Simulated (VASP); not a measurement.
A run of VASP 6.6.1:

File INCAR:

```
  PREC = Accurate
  ENCUT = 600
  EDIFF = 1E-6
  ISMEAR = 1
  SIGMA = 0.02
  LREAL = F
  LASPH = T
  NELM = 80
  ALGO = Normal
  ISIF = 8
  LWAVE = F
  LCHARG = F
  GGA = PS
  IBRION = 2
  NSW = 80
  EDIFFG = -0.01
```

Contents of KPOINTS:

```
regular mesh
0
Gamma
  8 8 8
```

POSCAR

```
LuH2
1.0
    0.0000000000      2.5165000000      2.5165000000
    2.5165000000      0.0000000000      2.5165000000
    2.5165000000      2.5165000000      0.0000000000
Lu H
1 2
Direct
    0.0000000000      0.0000000000      0.0000000000
    0.2500000000      0.2500000000      0.2500000000
    0.7500000000      0.7500000000      0.7500000000
```

Potentials or basis: VASP PAW PBE potentials, release 64 (Lu, H).

Command:

```bash
$ cat potpaw_PBE.64/Lu/POTCAR potpaw_PBE.64/H/POTCAR > POTCAR
$ mpirun -np 1 vasp_std > vasp.out
```

Hardware: 1 thread of Intel(R) Xeon(R) Platinum 8488C (Sapphire Rapids), with other jobs on the host.

Q: Estimate the wall time of this run.

A: Run time: 36 s on 1 thread of Intel(R) Xeon(R) Platinum 8488C (Sapphire Rapids) (shared host), peak memory 0.18 GiB. Counts: scf iterations 32, k points 29, ion steps 3.
